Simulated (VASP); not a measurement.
# BaS (P6_3/mmc) in VASP: further runs, part 2 of 2

VASP 6.6.1. Earlier steps stand in the parts before.

### 4 Single point, r2SCAN

File POSCAR:

```
BaS
1.0
    5.3844481442      0.0000000000      0.0000000000
   -2.6922240721      4.6630688783      0.0000000000
    0.0000000000      0.0000000000      6.3816974997
Ba S
2 2
Direct
    0.3333333333      0.6666666667      0.2500000000
    0.6666666667      0.3333333333      0.7500000000
    0.6666666667      0.3333333333      0.2500000000
    0.3333333333      0.6666666667      0.7500000000
```

File INCAR.step1:

```
PREC = Accurate ; ENCUT = 520
ISMEAR = 0 ; SIGMA = 0.01
LREAL = F ; LASPH = T
NELM = 100 ; NBANDS = 24
GGA = PE ; ALGO = Normal
EDIFF = 1E-4 ; LWAVE = T
LCHARG = F
```

File INCAR.step2:

```
PREC = Accurate ; ENCUT = 520
EDIFF = 1E-6 ; ISMEAR = 0
SIGMA = 0.01 ; LREAL = F
LASPH = T ; NELM = 100
ALGO = Normal ; ISIF = 2
LWAVE = F ; LCHARG = F
METAGGA = R2SCAN ; LMIXTAU = T
NBANDS = 24 ; ISTART = 1
```

File KPOINTS:

```
Automatic mesh
0
Gamma
  6 6 4
```

Potentials or basis: VASP PAW PBE potentials, release 64 (Ba_sv, S).

Started as:

```sh
> cat potpaw_PBE.64/Ba_sv/POTCAR potpaw_PBE.64/S/POTCAR > POTCAR
> cp INCAR.step1 INCAR
> mpirun -np 1 vasp_std > vasp.out
> cp INCAR.step2 INCAR
> mpirun -np 1 vasp_std > vasp.out
```

OUTCAR:

```text
PREC = Accurate
   ENCUT = 520
   EDIFF = 1E-6
   ISMEAR = 0
   LREAL = F
   LASPH = T
   NELM = 100
   ISIF = 2
   METAGGA = R2SCAN
   ISTART = 1

 ion  position               nearest neighbor table
   1  0.333  0.667  0.250-   3 3.11   3 3.11   3 3.11   4 3.19   4 3.19   2 4.45   2 4.45   2 4.45
                             2 4.45   2 4.45   2 4.45
   2  0.667  0.333  0.750-   4 3.11   4 3.11   4 3.11   3 3.19   3 3.19   1 4.45   1 4.45   1 4.45
                             1 4.45   1 4.45   1 4.45
   3  0.667  0.333  0.250-   1 3.11   1 3.11   1 3.11   2 3.19   2 3.19
   4  0.333  0.667  0.750-   2 3.11   2 3.11   2 3.11   1 3.19   1 3.19

  LATTYP: Found a hexagonal cell.
 ALAT       =     5.3844481442
 C/A-ratio  =     1.1852092041

  Lattice vectors:

 A1 = (   5.3844481442,   0.0000000000,   0.0000000000)
 A2 = (  -2.6922240721,   4.6630688783,   0.0000000000)
 A3 = (   0.0000000000,   0.0000000000,   6.3816974997)

Analysis of symmetry for initial positions (statically):
=====================================================================
 Subroutine PRICEL returns:
 Original cell was already a primitive cell.

 Routine SETGRP: Setting up the symmetry group for a
 hexagonal supercell.

 Subroutine GETGRP returns: Found 24 space group operations
 (whereof 12 operations were pure point group operations)
 out of a pool of 24 trial point group operations.

The static configuration has the point symmetry D_3d.
 The point group associated with its full space group is D_6h.

Analysis of symmetry for dynamics (positions and initial velocities):
=====================================================================
 Subroutine PRICEL returns:
 Original cell was already a primitive cell.

 Routine SETGRP: Setting up the symmetry group for a
 hexagonal supercell.

 Subroutine GETGRP returns: Found 24 space group operations
 (whereof 12 operations were pure point group operations)
 out of a pool of 24 trial point group operations.

The dynamic configuration has the point symmetry D_3d.
 The point group associated with its full space group is D_6h.

 Subroutine INISYM returns: Found 24 space group operations
 (whereof 12 operations are pure point group operations),
 and found     1 'primitive' translations

----------------------------------------------------------------------------------------

                                     Primitive cell

  volume of cell :     160.2320

  direct lattice vectors                    reciprocal lattice vectors
     5.384448144  0.000000000  0.000000000     0.185720054  0.107225523  0.000000000
    -2.692224072  4.663068878  0.000000000     0.000000000  0.214451046  0.000000000
     0.000000000  0.000000000  6.381697500     0.000000000  0.000000000  0.156698120

  length of vectors
     5.384448144  5.384448144  6.381697500     0.214451046  0.214451046  0.156698120

  position of ions in fractional coordinates (direct lattice)
     0.333333333  0.666666667  0.250000000
     0.666666667  0.333333333  0.750000000
     0.666666667  0.333333333  0.250000000
     0.333333333  0.666666667  0.750000000

  ion indices of the primitive-cell ions
[... 25 lines left out ...]
     0.000000000  0.000000000  0.000000000

 Subroutine IBZKPT returns following result:
 ===========================================

 Found     21 irreducible k-points:

 Following reciprocal coordinates:
            Coordinates               Weight
  0.000000  0.000000  0.000000      1.000000
  0.166667 -0.000000  0.000000      6.000000
  0.333333  0.000000  0.000000      6.000000
  0.500000  0.000000  0.000000      3.000000
  0.166667  0.166667  0.000000      6.000000
  0.333333  0.166667  0.000000     12.000000
[... 13 lines left out ...]
  0.333333  0.166667  0.500000     12.000000
  0.333333  0.333333  0.500000      2.000000
   k-points           NKPTS =     21   k-points in BZ     NKDIM =     21   number of bands    NBANDS=     24
   number of dos      NEDOS =    301   number of ions     NIONS =      4
   total plane-waves  NPLWV =  76800
   dimension x,y,z NGX =    40 NGY =   40 NGZ =   48
   dimension x,y,z NGXF=    80 NGYF=   80 NGZF=   96
   ions per type =               2   2
   NGX,Y,Z   is equivalent  to a cutoff of  12.35, 12.35, 12.50 a.u.
   NGXF,Y,Z  is equivalent  to a cutoff of  24.70, 24.70, 25.01 a.u.
 SYSTEM =  unknown system
   PREC   = accura    normal or accurate (medium, high low for compatibility)
   ISTART =      1    job   : 0-new  1-cont  2-samecut
   ICHARG =      0    charge: 1-file 2-atom 10-const
   ISPIN  =      1    spin polarized calculation?
   LNONCOLLINEAR =      F non collinear calculations
   LSORBIT =      F    spin-orbit coupling
   LASPH  =      T    aspherical Exc in radial PAW
   ENCUT  =  520.0 eV  38.22 Ry    6.18 a.u.  10.01 10.01 11.87*2*pi/ulx,y,z
   NELM   =    100;   NELMIN=  2; NELMDL=  0     # of ELM steps
   EDIFF  = 0.1E-05   stopping-criterion for ELM
   LREAL  =      F    real-space projection
   EDIFFG = 0.1E-04   stopping-criterion for IOM
   NSW    =      0    number of steps for IOM
   IBRION =     -1    ionic relax: 0-MD 1-quasi-New 2-CG
   NFREE  =      0    steps in history (QN), initial steepest desc. (CG)
   ISIF   =      2    stress and relaxation
   ISYM   =      2    0-nonsym 1-usesym 2-fastsym
   POTIM  = 0.5000    time-step for ionic-motion
   TEBEG  =    0.0;   TEEND  =   0.0 temperature during run
   PSTRESS=    0.0 pullay stress
   NELECT =      32.0000    total number of electrons
   NUPDOWN=      -1.0000    fix difference up-down
   EMIN   =  10.00;   EMAX   =-10.00  energy-range for DOS
   EFERMI =   0.00;   METHOD = LEGACY
   ISMEAR =     0;   SIGMA  =   0.01  broadening in eV -4-tet -1-fermi 0-gaus
   EFERMI_NEDOS =   21; number of points for ismear=-14 and -15
   IALGO  =     38    algorithm
   IMIX   =      4    mixing-type and parameters
     AMIX     =   0.40;   BMIX     =  1.00
     AMIX_MAG =   1.60;   BMIX_MAG =  1.00
  volume/ion in A,a.u.               =      40.06       270.32
  Fermi-wavevector in a.u.,A,eV,Ry     =   0.956919  1.808314 12.458767  0.915694
  Thomas-Fermi vector in A             =   2.085890
   LORBIT       =      0    0 simple, 1 ext, 2 COOP (PROOUT), +10 PAW based schemes
   METAGGA = R2SCAN    functional components
   LHFCALC =     F    Hartree Fock is set to
   AEXX    =    0.0000 exact exchange contribution
   IVDW    =     0    specifies the selected vdW correction
   LEPSILON=     F    determine dielectric tensor
   LRPA    =     F    only Hartree local field effects (RPA)
 non-spin polarized calculation
 Gauss-broadening in eV      SIGMA  =   0.01
  energy-cutoff  :      520.00
  volume of cell :      160.23
 maximum number of plane-waves:      4341
   NGX = 21   NGY = 21   NGZ = 23

 number of electron      31.9999998 magnetization

 Free energy of the ion-electron system (eV)
  ---------------------------------------------------
  ext. energy  EPLUGINS =         0.00000000
  ---------------------------------------------------
  free energy    TOTEN  =       -77.86715685 eV

  energy without entropy =      -77.86715685  energy(sigma->0) =      -77.86715685

 E-fermi :   0.3217     XC(G=0):  -7.9665

 val. band max:        0.2159794180   @ k =   0.0000   0.0000   0.0000
 cond. band min:       3.0373044477   @ k =   0.3333   0.3333   0.0000
 fundamental gap:      2.8213250298
 Fermi energy:         0.3216928181

 k-point     1 :       0.0000    0.0000    0.0000
  band No.  band energies     occupation
      1     -26.7967      2.00000
      2     -26.7427      2.00000
      3     -11.8421      2.00000
      4     -11.6879      2.00000
      5     -11.6879      2.00000
      6     -11.5320      2.00000
[... 556 lines left out ...]
     23       6.9159      0.00000
     24       6.9159      0.00000

------------------------ aborting loop because EDIFF is reached ----------------------------------------

  FORCE on cell =-STRESS in cart. coord.  units (eV):
  Direction    XX          YY          ZZ          XY          YZ          ZX
  --------------------------------------------------------------------------------------
  -------------------------------------------------------------------------------------
  Total        0.3714601      0.3714601      0.5118531      0.0000000      0.0000000      0.0000000
  in kB        3.7142699      3.7142699      5.1180757      0.0000000      0.0000000      0.0000000
  external PRESSURE =       4.1822052 kB  Pullay stress =       0.0000000 kB

 VOLUME and BASIS-vectors are now :
 -----------------------------------------------------------------------------
  energy-cutoff  :      520.00
  volume of cell :      160.23
      direct lattice vectors                 reciprocal lattice vectors
     5.384448144  0.000000000  0.000000000     0.185720054  0.107225523  0.000000000
    -2.692224072  4.663068878  0.000000000     0.000000000  0.214451046  0.000000000
     0.000000000  0.000000000  6.381697500     0.000000000  0.000000000  0.156698120

 POSITION                                       TOTAL-FORCE (eV/Angst)
 -----------------------------------------------------------------------------------
     -0.00000      3.10871      1.59542         0.000000      0.000000      0.000000
      2.69222      1.55436      4.78627         0.000000     -0.000000      0.000000
      2.69222      1.55436      1.59542        -0.000000      0.000000      0.000000
     -0.00000      3.10871      4.78627         0.000000     -0.000000      0.000000
 -----------------------------------------------------------------------------------
    total drift:                               -0.000000      0.000000     -0.000000

  FREE ENERGIE OF THE ION-ELECTRON SYSTEM (eV)
  ---------------------------------------------------
  free  energy   TOTEN  =       -77.8671568475 eV

  energy  without entropy=      -77.8671568475  energy(sigma->0) =      -77.86715685
```

Wall time 5.4 min (1 thread of Intel Xeon Platinum 8259CL at 2.50GHz (Skylake/Cascade Lake), shared host); peak memory 0.33 GiB.

Results:

| Quantity | Value |
| --- | --- |
| Free energy | -77.8672 eV |
| Pressure | 0.4 GPa |
| Band gap on the k mesh | 2.82 eV (least direct gap 2.97 eV) |

Stress tensor (GPa, compression positive):
```
0.37 0.00 0.00
0.00 0.37 0.00
0.00 0.00 0.51
```

Levels at points of the mesh, in eV from the valence-band top:
| k point | band 13 | band 14 | band 15 | band 16 | band 17 | band 18 | band 19 | band 20 |
| --- | --- | --- | --- | --- | --- | --- | --- | --- |
| (0.00, 0.00, 0.00) | -0.88 | -0.88 | -0.43 | 0.00 | 3.08 | 4.14 | 4.14 | 5.37 |
| (0.50, 0.00, 0.00) | -0.49 | -0.41 | -0.33 | -0.32 | 3.52 | 3.70 | 3.85 | 5.51 |
| (0.00, 0.00, 0.50) | -1.01 | -1.01 | -1.01 | -1.01 | 4.10 | 4.10 | 5.99 | 5.99 |
| (0.50, 0.00, 0.50) | -0.86 | -0.86 | -0.52 | -0.52 | 4.19 | 4.19 | 5.42 | 5.42 |

Caveat: the PAW data sets were made with another functional, which shifts forces and pressure a little; spin-orbit coupling is left out, which moves the levels of the heavy elements.

### 5 Single point, r2SCAN

POSCAR is that of step 4.

File INCAR.step1:

```
SYSTEM = BaS
PREC = Accurate
ENCUT = 520
ISMEAR = 0
SIGMA = 0.01
LREAL = .False.
LASPH = .True.
NELM = 100
NBANDS = 24
GGA = PE
ALGO = Normal
EDIFF = 1E-4
LWAVE = .True.
LCHARG = .False.
```

File INCAR.step2:

```
SYSTEM = BaS
PREC = Accurate
ENCUT = 520
EDIFF = 1E-6
ISMEAR = 0
SIGMA = 0.01
LREAL = .False.
LASPH = .True.
NELM = 100
ALGO = Normal
ISIF = 2
LWAVE = .False.
LCHARG = .True.
METAGGA = R2SCAN
LMIXTAU = .True.
LELF = .True.
LVHAR = .True.
NBANDS = 24
ISTART = 1
```

File KPOINTS:

```
regular mesh
0
Gamma
  6 6 4
  0 0 0
```

Started as:

```sh
> cat potpaw_PBE.64/Ba_sv/POTCAR potpaw_PBE.64/S/POTCAR > POTCAR
> cp INCAR.step1 INCAR
> mpirun -np 1 vasp_std > vasp.out
> cp INCAR.step2 INCAR
> mpirun -np 1 vasp_std > vasp.out
```

It took 4.3 min on 1 thread of Intel Xeon Platinum 8259CL at 2.50GHz (Skylake/Cascade Lake), shared host; peak memory 0.33 GiB.

The run converged. Its results:

| Item | Value |
| --- | --- |
| Free energy | -77.8672 eV |
| Pressure | 0.4 GPa |
| Band gap on the k mesh | 2.82 eV (least direct gap 2.97 eV) |

Stress tensor (GPa, compression positive):
```
0.37 0.00 0.00
0.00 0.37 0.00
0.00 0.00 0.51
```

Levels at points of the mesh, in eV from the valence-band top:
| k point | band 14 | band 15 | band 16 | band 17 | band 18 | band 19 |
| --- | --- | --- | --- | --- | --- | --- |
| (0.00, 0.00, 0.00) | -0.88 | -0.43 | 0.00 | 3.08 | 4.14 | 4.14 |
| (0.50, 0.00, 0.00) | -0.41 | -0.33 | -0.32 | 3.52 | 3.70 | 3.85 |
| (0.00, 0.00, 0.50) | -1.01 | -1.01 | -1.01 | 4.10 | 4.10 | 5.99 |
| (0.50, 0.00, 0.50) | -0.86 | -0.52 | -0.52 | 4.19 | 4.19 | 5.42 |

Caveat: the PAW data sets were made with another functional, which shifts forces and pressure a little; spin-orbit coupling is left out, which moves the levels of the heavy elements. A k mesh can miss the band edges.
